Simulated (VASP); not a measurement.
Input of a VASP 6.6.1 run:

INCAR

```
PREC = Accurate ; ENCUT = 520
EDIFF = 1E-6 ; ISMEAR = 0
SIGMA = 0.1 ; LREAL = F
LASPH = T ; NELM = 80
ALGO = Normal ; ISIF = 2
LWAVE = F ; LCHARG = F
NBANDS = 33
```

Contents of KPOINTS:

```
Automatic mesh
0
Gamma
  9 9 12
```

POSCAR

```
TaN
1.0
    5.1481041698      0.0000000000      0.0000000000
   -2.5740520849      4.4583889924      0.0000000000
    0.0000000000      0.0000000000      2.8756688380
Ta N
3 3
Direct
    0.0000000000      0.0000000000      0.0000000000
    0.3333333333      0.6666666667      0.5000000000
    0.6666666667      0.3333333333      0.5000000000
    0.3934834414      0.0000000000      0.0000000000
    0.6065165586      0.6065165586      0.0000000000
    0.0000000000      0.3934834414      0.0000000000
```

Potentials or basis: VASP PAW LDA potentials, release 64 (Ta_pv, N).

Command:

```bash
$ cat potpaw_LDA.64/Ta_pv/POTCAR potpaw_LDA.64/N/POTCAR > POTCAR
$ mpirun -np 1 vasp_std > vasp.out
```

(1) What does it give for the largest force?

(2) Estimate the band gap on the k mesh.

Results:

(1) 0.013 eV/Å.

(2) zero (band 24 reaches 10.48 eV, above the bottom of band 25 at 7.21 eV).

Caveat: spin-orbit coupling is left out, which moves the levels of the heavy elements.
